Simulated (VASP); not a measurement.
# TiTe2 (P-3m1) in VASP: notebook

Runs on TiTe2. Level: PBE. Tasks: single point, relaxation of cell and atoms.

Program: VASP 6.6.1. These are calculated values, not measurements. Logs are shortened: lines on timing, memory, paths and dates and some standing lists are left out, and cuts for length are marked.

## (1) The cell of the first run

Symmetry: P-3m1, No. 164, trigonal system. Conventional cell: a = 3.766 Å, b = 3.766 Å, c = 6.921 Å, α = 90.00°, β = 90.00°, γ = 120.00°. Within 3.8 Å of Ti (site symmetry -3m) lie 6 Te at 2.78 Å and 6 Ti at 3.77 Å. Within 3.8 Å of Te (site symmetry 3m) lie 3 Ti at 2.78 Å and 6 Te at 3.77 Å.

## (2) Single point, PBE

Contents of INCAR:

```
SYSTEM = TiTe2
  ALGO = Normal
  EDIFF = 1E-6
  ENCUT = 500
  GGA = PE
  GGA_COMPAT = .FALSE.
  ISIF = 2
  ISMEAR = -1
  LASPH = .TRUE.
  LCHARG = .TRUE.
  LELF = .TRUE.
  LREAL = .FALSE.
  LVHAR = .TRUE.
  LWAVE = .FALSE.
  NBANDS = 19
  NELM = 120
  PREC = Accurate
  SIGMA = 0.15
```

Contents of KPOINTS:

```
k-points
0
G
  15 15 8
  0 0 0
```

Contents of POSCAR:

```
TiTe2
1.0
    3.7659708705      0.0000000000      0.0000000000
   -1.8829854353      3.2614264438      0.0000000000
    0.0000000000      0.0000000000      6.9214250652
Ti Te
1 2
Direct
    0.0000000000      0.0000000000      0.0000000000
    0.6666666667      0.3333333333      0.2506267045
    0.3333333333      0.6666666667      0.7493732955
```

Potentials or basis: VASP PAW PBE potentials, release 64 (Ti_sv, Te).

On the command line:

```console
$ cat potpaw_PBE.64/Ti_sv/POTCAR potpaw_PBE.64/Te/POTCAR > POTCAR
$ mpirun -np 1 vasp_std > vasp.out
```

OUTCAR:

```text
SYSTEM = TiTe2
   EDIFF = 1E-6
   ENCUT = 500
   GGA = PE
   ISIF = 2
   ISMEAR = -1
   LASPH = .TRUE.
   LREAL = .FALSE.
   NELM = 120
   PREC = Accurate

 ion  position               nearest neighbor table
   1  0.000  0.000  0.000-   2 2.78   3 2.78   2 2.78   3 2.78   2 2.78   3 2.78
   2  0.667  0.333  0.251-   1 2.78   1 2.78   1 2.78
   3  0.333  0.667  0.749-   1 2.78   1 2.78   1 2.78

  LATTYP: Found a hexagonal cell.
 ALAT       =     3.7659708705
 C/A-ratio  =     1.8378859803

  Lattice vectors:

 A1 = (   3.7659708705,   0.0000000000,   0.0000000000)
 A2 = (  -1.8829854353,   3.2614264438,   0.0000000000)
 A3 = (   0.0000000000,   0.0000000000,   6.9214250652)

Analysis of symmetry for initial positions (statically):
=====================================================================
 Subroutine PRICEL returns:
 Original cell was already a primitive cell.

 Routine SETGRP: Setting up the symmetry group for a
 hexagonal supercell.

 Subroutine GETGRP returns: Found 12 space group operations
 (whereof 12 operations were pure point group operations)
 out of a pool of 24 trial point group operations.

The static configuration has the point symmetry D_3d.

Analysis of symmetry for dynamics (positions and initial velocities):
=====================================================================
 Subroutine PRICEL returns:
 Original cell was already a primitive cell.

 Routine SETGRP: Setting up the symmetry group for a
 hexagonal supercell.

 Subroutine GETGRP returns: Found 12 space group operations
 (whereof 12 operations were pure point group operations)
 out of a pool of 24 trial point group operations.

The dynamic configuration has the point symmetry D_3d.

 Subroutine INISYM returns: Found 12 space group operations
 (whereof 12 operations are pure point group operations),
 and found     1 'primitive' translations

----------------------------------------------------------------------------------------

                                     Primitive cell

  volume of cell :      85.0120

  direct lattice vectors                    reciprocal lattice vectors
     3.765970870  0.000000000  0.000000000     0.265535777  0.153307152  0.000000000
    -1.882985435  3.261426444  0.000000000     0.000000000  0.306614304  0.000000000
     0.000000000  0.000000000  6.921425065     0.000000000  0.000000000  0.144478917

  length of vectors
     3.765970870  3.765970871  6.921425065     0.306614304  0.306614304  0.144478917

  position of ions in fractional coordinates (direct lattice)
     0.000000000  0.000000000  0.000000000
     0.666666667  0.333333333  0.250626705
     0.333333333  0.666666667  0.749373295

  ion indices of the primitive-cell ions
   primitive index   ion index
                 1           1
                 2           2
                 3           3

----------------------------------------------------------------------------------------

 KPOINTS: k-points

Automatic generation of k-mesh.
 Grid dimensions read from file:
 generate k-points for:   15   15    8

 Generating k-lattice:

  Cartesian coordinates                     Fractional coordinates (reciprocal lattice)
     0.017702385  0.010220477  0.000000000     0.066666667  0.000000000  0.000000000
     0.000000000  0.020440954  0.000000000     0.000000000  0.066666667  0.000000000
     0.000000000  0.000000000  0.018059865     0.000000000  0.000000000  0.125000000

  Length of vectors
     0.020440954  0.020440954  0.018059865

  Shift w.r.t. Gamma in fractional coordinates (k-lattice)
     0.000000000  0.000000000  0.000000000

 Subroutine IBZKPT returns following result:
 ===========================================

 Found    192 irreducible k-points:

 Following reciprocal coordinates:
            Coordinates               Weight
  0.000000  0.000000  0.000000      1.000000
  0.066667  0.000000  0.000000      6.000000
  0.133333  0.000000  0.000000      6.000000
  0.200000  0.000000  0.000000      6.000000
  0.266667  0.000000  0.000000      6.000000
  0.333333  0.000000  0.000000      6.000000
[... 16 lines left out ...]
  0.333333  0.200000  0.000000     12.000000
  0.400000  0.200000  0.000000      6.000000
 [... further k-points ...]
   k-points           NKPTS =    192   k-points in BZ     NKDIM =    192   number of bands    NBANDS=     19
   number of dos      NEDOS =    301   number of ions     NIONS =      3
   total plane-waves  NPLWV =  39200
   dimension x,y,z NGX =    28 NGY =   28 NGZ =   50
   dimension x,y,z NGXF=    56 NGYF=   56 NGZF=  100
   ions per type =               1   2
   NGX,Y,Z   is equivalent  to a cutoff of  12.36, 12.36, 12.01 a.u.
   NGXF,Y,Z  is equivalent  to a cutoff of  24.72, 24.72, 24.02 a.u.
 SYSTEM =  TiTe2
   PREC   = accura    normal or accurate (medium, high low for compatibility)
   ISTART =      0    job   : 0-new  1-cont  2-samecut
   ICHARG =      2    charge: 1-file 2-atom 10-const
   ISPIN  =      1    spin polarized calculation?
   LNONCOLLINEAR =      F non collinear calculations
   LSORBIT =      F    spin-orbit coupling
   LASPH  =      T    aspherical Exc in radial PAW
   ENCUT  =  500.0 eV  36.75 Ry    6.06 a.u.   6.87  6.87 12.62*2*pi/ulx,y,z
   NELM   =    120;   NELMIN=  2; NELMDL= -5     # of ELM steps
   EDIFF  = 0.1E-05   stopping-criterion for ELM
   LREAL  =      F    real-space projection
   EDIFFG = 0.1E-04   stopping-criterion for IOM
   NSW    =      0    number of steps for IOM
   IBRION =     -1    ionic relax: 0-MD 1-quasi-New 2-CG
   NFREE  =      0    steps in history (QN), initial steepest desc. (CG)
   ISIF   =      2    stress and relaxation
   ISYM   =      2    0-nonsym 1-usesym 2-fastsym
   POTIM  = 0.5000    time-step for ionic-motion
   TEBEG  =    0.0;   TEEND  =   0.0 temperature during run
   PSTRESS=    0.0 pullay stress
   NELECT =      24.0000    total number of electrons
   NUPDOWN=      -1.0000    fix difference up-down
   EMIN   =  10.00;   EMAX   =-10.00  energy-range for DOS
   EFERMI =   0.00;   METHOD = LEGACY
   ISMEAR =    -1;   SIGMA  =   0.15  broadening in eV -4-tet -1-fermi 0-gaus
   EFERMI_NEDOS =   21; number of points for ismear=-14 and -15
   IALGO  =     38    algorithm
   IMIX   =      4    mixing-type and parameters
     AMIX     =   0.40;   BMIX     =  1.00
     AMIX_MAG =   1.60;   BMIX_MAG =  1.00
  volume/ion in A,a.u.               =      28.34       191.23
  Fermi-wavevector in a.u.,A,eV,Ry     =   1.073953  2.029477 15.692616  1.153375
  Thomas-Fermi vector in A             =   2.209767
   LORBIT       =      0    0 simple, 1 ext, 2 COOP (PROOUT), +10 PAW based schemes
   GGA     = PE    functional components
   LHFCALC =     F    Hartree Fock is set to
   AEXX    =    0.0000 exact exchange contribution
   IVDW    =     0    specifies the selected vdW correction
   LEPSILON=     F    determine dielectric tensor
   LRPA    =     F    only Hartree local field effects (RPA)
 non-spin polarized calculation
  energy-cutoff  :      500.00
  volume of cell :       85.01
 maximum number of plane-waves:      2178
   NGX = 13   NGY = 13   NGZ = 25

 number of electron      23.9999998 magnetization

 Free energy of the ion-electron system (eV)
  ---------------------------------------------------
  ext. energy  EPLUGINS =         0.00000000
  ---------------------------------------------------
  free energy    TOTEN  =       -16.27347301 eV

  energy without entropy =      -16.16030763  energy(sigma->0) =      -16.21689032

 E-fermi :   6.1121     XC(G=0):  -9.5365

 val. band max:        6.1111490395   @ k =   0.0000   0.4000   0.3750
 cond. band min:       6.1144216736   @ k =   0.1333   0.0000   0.2500
 fundamental gap:      0.0032726341
 Fermi energy:         6.1120823182

 k-point     1 :       0.0000    0.0000    0.0000
  band No.  band energies     occupation
      1     -51.3390      2.00000
      2     -27.5926      2.00000
      3     -27.5926      2.00000
      4     -27.5521      2.00000
      5      -6.0484      2.00000
      6      -4.8867      2.00000
[... 11 lines left out ...]
     18      11.5128      0.00000
     19      11.6247      0.00000

 k-point     2 :       0.0667    0.0000    0.0000
  band No.  band energies     occupation
      1     -51.3388      2.00000
      2     -27.5944      2.00000
      3     -27.5930      2.00000
      4     -27.5517      2.00000
      5      -5.9994      2.00000
      6      -4.8577      2.00000
[... 11 lines left out ...]
     18      11.8531      0.00000
     19      11.8969      0.00000

 k-point     3 :       0.1333    0.0000    0.0000
  band No.  band energies     occupation
      1     -51.3385      2.00000
      2     -27.5996      2.00000
      3     -27.5942      2.00000
      4     -27.5505      2.00000
      5      -5.8551      2.00000
      6      -4.7739      2.00000
[... 11 lines left out ...]
     18      12.3043      0.00000
     19      12.4245      0.00000

 k-point     4 :       0.2000    0.0000    0.0000
  band No.  band energies     occupation
      1     -51.3379      2.00000
      2     -27.6072      2.00000
      3     -27.5960      2.00000
      4     -27.5488      2.00000
      5      -5.6247      2.00000
      6      -4.6453      2.00000
[... 11 lines left out ...]
     18      12.2936      0.00000
     19      12.5923      0.00000

 k-point     5 :       0.2667    0.0000    0.0000
  band No.  band energies     occupation
      1     -51.3373      2.00000
      2     -27.6158      2.00000
      3     -27.5980      2.00000
      4     -27.5468      2.00000
      5      -5.3257      2.00000
      6      -4.4912      2.00000
[... 11 lines left out ...]
     18      11.8672      0.00000
     19      12.4174      0.00000
[... 334 lines left out ...]
      2     -27.6222      2.00000
      3     -27.6042      2.00000
      4     -27.5444      2.00000
      5      -4.9147      2.00000
      6      -4.2982      2.00000
[... 11 lines left out ...]
     18      11.6906      0.00000
     19      12.9744      0.00000

 k-point    22 :       0.2667    0.2000    0.0000
  band No.  band energies     occupation
      1     -51.3361      2.00000
      2     -27.6261      2.00000
      3     -27.6078      2.00000
      4     -27.5430      2.00000
      5      -4.6166      2.00000
      6      -4.1880      2.00000
[... 11 lines left out ...]
     18      11.1167      0.00000
     19      13.0847      0.00000

 k-point    23 :       0.3333    0.2000    0.0000
  band No.  band energies     occupation
      1     -51.3358      2.00000
      2     -27.6286      2.00000
      3     -27.6105      2.00000
      4     -27.5421      2.00000
      5      -4.3634      2.00000
      6      -4.1359      2.00000
[... 11 lines left out ...]
     18      10.8086      0.00000
     19      13.2349      0.00000

 k-point    24 :       0.4000    0.2000    0.0000
  band No.  band energies     occupation
      1     -51.3357      2.00000
      2     -27.6294      2.00000
      3     -27.6114      2.00000
      4     -27.5417      2.00000
      5      -4.2322      2.00000
      6      -4.1524      2.00000
[... 11 lines left out ...]
     18      10.7197      0.00000
     19      13.2430      0.00000

 [... further k-points ...]

------------------------ aborting loop because EDIFF is reached ----------------------------------------

  FORCE on cell =-STRESS in cart. coord.  units (eV):
  Direction    XX          YY          ZZ          XY          YZ          ZX
  --------------------------------------------------------------------------------------
  -------------------------------------------------------------------------------------
  Total       -0.0074365     -0.0074365     -0.0003076      0.0000000     -0.0000000      0.0000000
  in kB       -0.1401510     -0.1401510     -0.0057964      0.0000000     -0.0000000      0.0000000
  external PRESSURE =      -0.0953662 kB  Pullay stress =       0.0000000 kB

 VOLUME and BASIS-vectors are now :
 -----------------------------------------------------------------------------
  energy-cutoff  :      500.00
  volume of cell :       85.01
      direct lattice vectors                 reciprocal lattice vectors
     3.765970870  0.000000000  0.000000000     0.265535777  0.153307152  0.000000000
    -1.882985435  3.261426444  0.000000000     0.000000000  0.306614304  0.000000000
     0.000000000  0.000000000  6.921425065     0.000000000  0.000000000  0.144478917

 POSITION                                       TOTAL-FORCE (eV/Angst)
 -----------------------------------------------------------------------------------
      0.00000      0.00000      0.00000         0.000000      0.000000     -0.000000
      1.88299      1.08714      1.73469        -0.000000      0.000000      0.009145
     -0.00000      2.17428      5.18673        -0.000000      0.000000     -0.009145
 -----------------------------------------------------------------------------------
    total drift:                                0.000000     -0.000000      0.000000

  FREE ENERGIE OF THE ION-ELECTRON SYSTEM (eV)
  ---------------------------------------------------
  free  energy   TOTEN  =       -16.2734730066 eV

  energy  without entropy=      -16.1603076316  energy(sigma->0) =      -16.21689032
```

It took 10 min on 1 thread of Oxide Virtual Turin-like, shared host; peak memory 0.37 GiB.

What came out:

| Item | Value |
| --- | --- |
| Free energy | -16.2735 eV |
| Pressure | 0.0 GPa |
| Largest force | 0.009 eV/Å |
| Band gap on the k mesh | zero (bands 12 and 13 overlap by 0.65 eV) |

Forces in eV/Å, atoms in the order of the input:
```
Ti   0.000  0.000  0.000
Te   0.000  0.000  0.009
Te   0.000  0.000 -0.009
```

Caveat: spin-orbit coupling is left out, which moves the levels of the heavy elements; this functional lacks dispersion, which binds layers or chains, so the pressure and a relaxed spacing across them are unreliable.

## (3) Relaxation of cell and atoms, PBE

This run uses another cell than the first one, of 28.57 Å³/atom.

Contents of INCAR:

```
  PREC = Accurate
  ENCUT = 500
  EDIFF = 1E-7
  ISMEAR = -1
  SIGMA = 0.15
  LREAL = False
  LASPH = True
  NELM = 120
  ALGO = Normal
  ISIF = 3
  LWAVE = False
  LCHARG = False
  GGA = PE
  IBRION = 2
  NSW = 80
  EDIFFG = -0.001
  GGA_COMPAT = False
  NELMIN = 4
```

Contents of KPOINTS:

```
regular mesh
0
Gamma
  15 15 8
```

Contents of POSCAR:

```
TiTe2
1.0
    3.7634888931      0.0000000000      0.0000000000
   -1.8817444466      3.2592769883      0.0000000000
    0.0000000000      0.0000000000      6.9866126165
Ti Te
1 2
Direct
    0.0000000000      0.0000000000      0.0000000000
    0.6666666667      0.3333333333      0.2483206478
    0.3333333333      0.6666666667      0.7516793522
```

Potentials or basis: VASP PAW PBE potentials, release 64 (Ti_sv, Te).

On the command line:

```console
$ cat potpaw_PBE.64/Ti_sv/POTCAR potpaw_PBE.64/Te/POTCAR > POTCAR
$ mpirun -np 1 vasp_std > vasp.out
```

It took 66 min on 1 thread of Oxide Virtual Turin-like, shared host; peak memory 0.38 GiB.

It converged, with:

* Free energy: -16.2736 eV
* Relaxed volume: 28.22 Å³/atom
* Relaxed cell: a = 3.766 Å, b = 3.766 Å, c = 6.892 Å, α = 90.00°, β = 90.00°, γ = 120.00°
* Space group after relaxing (to 0.1 Å): P-3m1 (No. 164)
* Energy gained by relaxing: 0.2 meV/atom
* Ionic steps: 21
* Pressure after relaxing: 0.0 GPa
* Band gap on the k mesh: zero (bands 12 and 13 overlap by 0.66 eV)

Step by step:
| step | energy change (eV) | largest force (eV/Å) | pressure (GPa) | volume (Å³) |
| --- | --- | --- | --- | --- |
| 1 | 0.0000 | 0.0291 | 0.04 | 85.70 |
| 2 | 0.0000 | 0.0074 | -0.07 | 85.79 |
| 3 | 0.0000 | 0.0108 | -0.05 | 85.77 |
| 4 | -0.0001 | 0.0091 | -0.04 | 85.70 |
| 5 | -0.0002 | 0.0040 | 0.00 | 85.48 |
| 6 | -0.0002 | 0.0018 | 0.01 | 85.39 |
| 7 | -0.0002 | 0.0013 | 0.01 | 85.34 |
| 8 | -0.0003 | 0.0003 | 0.00 | 85.19 |
| 9 | -0.0005 | 0.0032 | -0.01 | 84.90 |
| 10 | -0.0004 | 0.0098 | -0.03 | 84.29 |
| 11 | -0.0005 | 0.0050 | -0.01 | 84.66 |
| 12 | -0.0005 | 0.0116 | 0.06 | 84.59 |
| 13 | -0.0005 | 0.0004 | 0.01 | 84.64 |
| 14 | -0.0005 | 0.0007 | 0.01 | 84.64 |
| 15 | -0.0005 | 0.0016 | 0.01 | 84.65 |
| 16 | -0.0005 | 0.0011 | 0.00 | 84.65 |
| 17 | -0.0005 | 0.0007 | 0.00 | 84.64 |
| 18 | -0.0005 | 0.0006 | 0.00 | 84.66 |
| 19 | -0.0005 | 0.0004 | -0.01 | 84.67 |
| 20 | -0.0005 | 0.0005 | -0.01 | 84.66 |
| 21 | -0.0005 | 0.0005 | -0.01 | 84.66 |

Final structure:
```cif
data_structure
_symmetry_space_group_name_H-M 'P 1'
_symmetry_Int_Tables_number 1
_cell_length_a 3.7661
_cell_length_b 3.7661
_cell_length_c 6.8924
_cell_angle_alpha 90.000
_cell_angle_beta 90.000
_cell_angle_gamma 120.000
_cell_volume 84.66
loop_
_atom_site_label
_atom_site_type_symbol
_atom_site_fract_x
_atom_site_fract_y
_atom_site_fract_z
_atom_site_occupancy
Ti1 Ti 0.00000 0.00000 0.00000 1
Te1 Te 0.66667 0.33333 0.25172 1
Te2 Te 0.33333 0.66667 0.74827 1
```

Levels at points of the mesh, in eV from the Fermi level:
```tsv
k point	band 8	band 9	band 10	band 11	band 12	band 13	band 14	band 15	band 16
(0.00, 0.00, 0.00)	-1.51	-1.51	0.03	0.35	0.46	0.46	1.14	1.14	3.20
(0.00, 0.00, 0.50)	-2.44	-1.47	-1.47	0.45	0.45	0.92	0.97	0.97	3.44
```

Caveat: spin-orbit coupling is left out, which moves the levels of the heavy elements; this functional lacks dispersion, which binds layers or chains, so the pressure and a relaxed spacing across them are unreliable.
